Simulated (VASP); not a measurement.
# HgTe (I-4m2) in VASP: further runs, part 2 of 2

VASP 6.6.1. Earlier steps stand in the parts before.

## (3) Single point, r2SCAN

File POSCAR:

```
HgTe
1.0
   -3.0456030000      3.0456030000      1.5594100000
    3.0456030000     -3.0456030000      1.5594100000
    3.0456030000      3.0456030000     -1.5594100000
Hg Te
1 1
Direct
    0.2500000000      0.7500000000      0.5000000000
    0.0000000000      0.0000000000      0.0000000000
```

File INCAR.step1:

```
ALGO = Normal
EDIFF = 1E-4
ENCUT = 520
GGA = PE
ISMEAR = -1
LASPH = True
LCHARG = False
LREAL = False
LWAVE = True
NBANDS = 16
NELM = 60
PREC = Accurate
SIGMA = 0.05
```

File INCAR.step2:

```
ALGO = Normal
EDIFF = 1E-6
ENCUT = 520
ISIF = 2
ISMEAR = -1
ISTART = 1
LASPH = True
LCHARG = False
LMIXTAU = True
LREAL = False
LWAVE = False
METAGGA = R2SCAN
NBANDS = 16
NELM = 60
PREC = Accurate
SIGMA = 0.05
```

File KPOINTS:

```
k-points
0
Gamma
  8 8 8
```

Potentials or basis: VASP PAW PBE potentials, release 64 (Hg, Te).

Started as:

```console
> cat potpaw_PBE.64/Hg/POTCAR potpaw_PBE.64/Te/POTCAR > POTCAR
> cp INCAR.step1 INCAR
> mpirun -np 1 vasp_std > vasp.out
> cp INCAR.step2 INCAR
> mpirun -np 1 vasp_std > vasp.out
```

OUTCAR:

```text
EDIFF = 1E-6
   ENCUT = 520
   ISIF = 2
   ISMEAR = -1
   ISTART = 1
   LASPH = True
   LREAL = False
   METAGGA = R2SCAN
   NELM = 60
   PREC = Accurate

 ion  position               nearest neighbor table
   1  0.250  0.750  0.500-   2 3.14   2 3.14   2 3.14   2 3.14
   2  0.000  0.000  0.000-   1 3.14   1 3.14   1 3.14   1 3.14

  LATTYP: Found a body centered tetragonal cell.
 ALAT       =     6.0912060000
 C/A-ratio  =     0.5120201156

  Lattice vectors:

 A1 = (  -3.0456030000,   3.0456030000,   1.5594100000)
 A2 = (   3.0456030000,  -3.0456030000,   1.5594100000)
 A3 = (   3.0456030000,   3.0456030000,  -1.5594100000)

Analysis of symmetry for initial positions (statically):
=====================================================================
 Subroutine PRICEL returns:
 Original cell was already a primitive cell.

 Routine SETGRP: Setting up the symmetry group for a
 body centered tetragonal supercell.

 Subroutine GETGRP returns: Found  8 space group operations
 (whereof  8 operations were pure point group operations)
[... 161 lines left out ...]

  energy without entropy =      -74.79331301  energy(sigma->0) =      -74.79574248

 E-fermi :   4.3716     XC(G=0): -10.3475

 val. band max:        4.3709329338   @ k =  -0.2500   0.5000   0.1250
 cond. band min:       4.4965237671   @ k =  -0.2500   0.2500   0.2500
 fundamental gap:      0.1255908334
 Fermi energy:         4.3716495642

 k-point     1 :       0.0000    0.0000    0.0000
  band No.  band energies     occupation
      1      -8.6682      2.00000
      2      -3.4622      2.00000
      3      -2.7319      2.00000
      4      -2.6682      2.00000
      5      -2.2507      2.00000
      6      -2.2507      2.00000
[... 433 lines left out ...]
      3      -2.8455      2.00000
      4      -2.6148      2.00000
      5      -2.4774      2.00000
      6      -2.2107      2.00000
[... 8 lines left out ...]
     15      13.4971      0.00000
     16      14.2974      0.00000

 [... further k-points ...]

------------------------ aborting loop because EDIFF is reached ----------------------------------------

  FORCE on cell =-STRESS in cart. coord.  units (eV):
  Direction    XX          YY          ZZ          XY          YZ          ZX
  --------------------------------------------------------------------------------------
  -------------------------------------------------------------------------------------
  Total       -0.6111370     -0.6111370     -0.2429308      0.0000000      0.0000000      0.0000000
  in kB      -16.9231920    -16.9231920     -6.7270743      0.0000000      0.0000000      0.0000000
  external PRESSURE =     -13.5244861 kB  Pullay stress =       0.0000000 kB

 VOLUME and BASIS-vectors are now :
 -----------------------------------------------------------------------------
  energy-cutoff  :      520.00
  volume of cell :       57.86
      direct lattice vectors                 reciprocal lattice vectors
    -3.045603000  3.045603000  1.559410000     0.000000000  0.164171102  0.320634086
     3.045603000 -3.045603000  1.559410000     0.164171102  0.000000000  0.320634086
     3.045603000  3.045603000 -1.559410000     0.164171102  0.164171102  0.000000000

 POSITION                                       TOTAL-FORCE (eV/Angst)
 -----------------------------------------------------------------------------------
      3.04560      0.00000      0.77970        -0.000000      0.000000      0.000000
      0.00000      0.00000      0.00000         0.000000     -0.000000     -0.000000
 -----------------------------------------------------------------------------------
    total drift:                                0.000000     -0.000000      0.000000

  FREE ENERGIE OF THE ION-ELECTRON SYSTEM (eV)
  ---------------------------------------------------
  free  energy   TOTEN  =       -74.7981719557 eV

  energy  without entropy=      -74.7933130137  energy(sigma->0) =      -74.79574248
```

OSZICAR.step1:

```text
N       E                     dE             d eps       ncg     rms          rms(c)
DAV:   1     0.100375595282E+03    0.10038E+03   -0.78450E+03  1888   0.971E+02
DAV:   2    -0.453761466404E+00   -0.10083E+03   -0.93639E+02  2272   0.229E+02
DAV:   3    -0.344594666990E+01   -0.29922E+01   -0.29808E+01  2296   0.399E+01
DAV:   4    -0.345971068022E+01   -0.13764E-01   -0.13763E-01  2376   0.289E+00
DAV:   5    -0.345987018183E+01   -0.15950E-03   -0.15950E-03  2440   0.320E-01    0.691E+00
DAV:   6    -0.333190349027E+01    0.12797E+00   -0.24390E-01  2128   0.622E+00    0.487E+00
DAV:   7    -0.332781676083E+01    0.40867E-02   -0.44841E-02  2304   0.154E+00    0.161E+00
DAV:   8    -0.332752723125E+01    0.28953E-03   -0.59852E-03  2104   0.874E-01    0.164E-01
DAV:   9    -0.332753769289E+01   -0.10462E-04   -0.37187E-04  2352   0.185E-01
   1 F= -.33275377E+01 E0= -.33250902E+01  d E =-.489496E-02
```

Wall time 5.3 min (1 thread of Intel Xeon 8259CL, shared host); peak memory 0.25 GiB.

Results:

- Free energy: -74.7982 eV
- Pressure: -1.4 GPa
- Band gap on the k mesh: zero (bands 9 and 10 overlap by 3.08 eV)

Levels at points of the mesh, in eV from the Fermi level:
```
           k point  band 6  band 7  band 8  band 9  band 10  band 11  band 12  band 13
(0.00, 0.00, 0.00)   -6.62   -3.48   -2.67   -2.67     3.58     4.90     7.28     7.28
(0.50, 0.00, 0.00)   -6.58   -4.89   -2.14   -1.29    -0.05     3.37     4.07     6.18
(0.50, 0.50, 0.00)   -6.57   -6.41   -1.11    1.48     2.26     2.97     3.62     9.16
(0.50, 0.50, 0.50)   -6.52   -4.55   -4.55   -4.53     3.23     7.64     8.51     8.51
```

Caveat: the PAW data sets were made with another functional, which shifts forces and pressure a little; spin-orbit coupling is left out, which moves the levels of the heavy elements.
